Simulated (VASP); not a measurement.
**Ru: relaxation of cell and atoms with PBE**

Crystal: Ru.

```xyz
1
Lattice="2.5604 0.0000 0.0000 0.0000 2.5604 0.0000 0.0000 0.0000 2.5604" Properties=species:S:1:pos:R:3 pbc="T T T"
Ru    0.0000    0.0000    0.0000
```

```
Program                : VASP 6.6.1
Task                   : relaxation of cell and atoms
Functional             : PBE
Potentials or basis    : VASP PAW PBE potentials, release 64 (Ru_pv)
Cutoff                 : 600 eV
k mesh                 : 13 × 13 × 13
Occupations            : fermi-dirac, width 0.08 eV
Spin                   : no spin polarisation
Dipole correction      : no
Further INCAR settings : ALGO = Normal; EDIFF = 1e-07; IBRION = 2; EDIFFG = -0.005; NSW = 100; ISIF = 3
```

| Quantity | Value |
| --- | --- |
| Relaxed volume | 15.85 Å³/atom |
| Relaxed cell | a = 2.512 Å, b = 2.512 Å, c = 2.512 Å, α = 90.00°, β = 90.00°, γ = 90.00° |
| Space group after relaxing (to 0.05 Å) | Pm-3m (No. 221) |
| Energy gained by relaxing | 34.6 meV/atom |
| Ionic steps | 7 |
| Pressure after relaxing | 0.0 GPa |
| Band gap on the k mesh | zero (band 7 reaches 13.89 eV, above the bottom of band 8 at 9.55 eV) |

The path:
```tsv
step	energy change (eV)	largest force (eV/Å)	pressure (GPa)	volume (Å³)
1	0.0000	0.0000	-11.13	16.79
2	0.1300	0.0000	33.95	14.11
3	-0.0345	0.0000	-0.49	15.88
4	-0.0346	0.0000	-0.08	15.85
5	-0.0346	0.0000	0.18	15.83
6	-0.0345	0.0000	-0.31	15.87
7	-0.0346	0.0000	0.01	15.85
```

Final structure:
```
CELL_PARAMETERS angstrom
2.51168 0.00000 0.00000
0.00000 2.51168 0.00000
0.00000 0.00000 2.51168
ATOMIC_POSITIONS crystal
Ru 0.00000 0.00000 0.00000
```

Levels at points of the mesh, in eV from the Fermi level:
```
           k point  band 4  band 5  band 6  band 7  band 8  band 9  band 10  band 11
(0.00, 0.00, 0.00)   -7.12   -5.31   -5.31    1.61    1.61    1.61    10.94    16.64
```

It took 25 s on 1 thread of Intel(R) Xeon(R) 6975P-C (Granite Rapids), on a shared host, peak memory 0.14 GiB.
